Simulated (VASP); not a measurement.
Here is a VASP 6.6.1 calculation.

INCAR

```
PREC = Accurate
ENCUT = 600
EDIFF = 1E-6
ISMEAR = 0
SIGMA = 0.022
LREAL = False
LASPH = True
NELM = 200
ALGO = Normal
ISIF = 2
LWAVE = False
LCHARG = False
ISPIN = 2
MAGMOM = 2 2
LORBIT = 11
LMAXMIX = 4
GGA = PE
NBANDS = 20
GGA_COMPAT = False
```

Contents of KPOINTS:

```
Automatic mesh
0
Gamma
  12 12 7
```

Contents of POSCAR:

```
Co
1.0
    2.4719999032      0.0000000000      0.0000000000
   -1.2359999516      2.1408147143      0.0000000000
    0.0000000000      0.0000000000      4.0211440800
Co
2
Direct
    0.6666666667      0.3333333333      0.7500000000
    0.3333333333      0.6666666667      0.2500000000
```

Potentials or basis: VASP PAW PBE potentials, release 64 (Co).

Run with:

```sh
$ cat potpaw_PBE.64/Co/POTCAR > POTCAR
$ mpirun -np 1 vasp_std > vasp.out
```

(1) Estimate the pressure.

(2) What does it give for the net moment?

(3) Estimate the site moments.

## Answers

(1) 3.8 GPa.

(2) 3.21 μB per cell.

(3) Co +1.62 μB.

Caveat: the cell stands under pressure.
